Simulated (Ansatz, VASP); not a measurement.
Re: VASP beside Ansatz

```
Re
1.0
     0.00000    1.94491    1.94491
     1.94491    0.00000    1.94491
     1.94491    1.94491    0.00000
Re
1
Direct
  0.00000 0.00000 0.00000
```

Alike in both runs: task relaxation of cell and atoms; functional LDA; k mesh 14 × 14 × 14; occupations fermi-dirac, width 0.1 eV; no spin polarisation.

```csv
,VASP,Ansatz
version,VASP 6.6.1,Ansatz 0.2.0
potentials or method,"VASP PAW LDA potentials, release 64 (Re), cutoff 600 eV","plane waves (420 eV) with PAW, scalar-relativistic"
valence electrons in the cell,7,15
```

|  | VASP | Ansatz | Ansatz less VASP |
| --- | --- | --- | --- |
| relaxed volume (Å³/atom) | 14.44 | 14.38 | -0.059 |
| relaxed cell length with the largest relative difference (Å) | 2.733 | 2.730 | -0.0038 |

Ansatz warns that its potentials were made for another functional, while VASP's fit it. LDA's correlation is that of Perdew and Zunger in VASP and of Perdew and Wang (1992) in Ansatz. VASP's potentials hold 7 valence electrons a cell and Ansatz's 15, so a difference there can come from the potentials and not from the codes.

Neither program's run includes spin-orbit coupling.
